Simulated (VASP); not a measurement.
Here is a VASP 6.6.1 calculation.

The input INCAR:

```
  PREC = Accurate
  ENCUT = 600
  EDIFF = 1E-6
  ISMEAR = 1
  SIGMA = 0.1
  LREAL = F
  LASPH = T
  NELM = 200
  ALGO = Normal
  ISIF = 2
  LWAVE = F
  LCHARG = F
  ISPIN = 2
  MAGMOM = 1.2 -1.2 1.2 -1.2 1.2 -1.2 0 0
  LORBIT = 11
  LMAXMIX = 4
  GGA = CA
  NBANDS = 58
  GGA_COMPAT = F
```

KPOINTS

```
Automatic mesh
0
Gamma
  2 5 5
```

File POSCAR:

```
Ni3Ge
1.0
    7.0606680000      0.0000000000      0.0000000000
    0.0000000000      3.5303340000      0.0000000000
    0.0000000000      0.0000000000      3.5303340000
Ni Ge
6 2
Direct
    0.2500000000      0.0000000000      0.5000000000
    0.0000000000      0.5000000000      0.5000000000
    0.2500000000      0.5000000000      0.0000000000
    0.7500000000      0.0000000000      0.5000000000
    0.5000000000      0.5000000000      0.5000000000
    0.7500000000      0.5000000000      0.0000000000
    0.0000000000      0.0000000000      0.0000000000
    0.5000000000      0.0000000000      0.0000000000
```

Potentials or basis: VASP PAW LDA potentials, release 64 (Ni, Ge_d).

Launch:

```bash
$ cat potpaw_LDA.64/Ni/POTCAR potpaw_LDA.64/Ge_d/POTCAR > POTCAR
$ mpirun -np 1 vasp_std > vasp.out
```

(1) Estimate the net moment.

(2) Estimate the pressure.

Results:

(1) 0.00 μB per cell.

(2) -7.5 GPa.

Caveat: the k points lie up to 0.44 Å⁻¹ apart; the moments typed at the start vanished in this run.
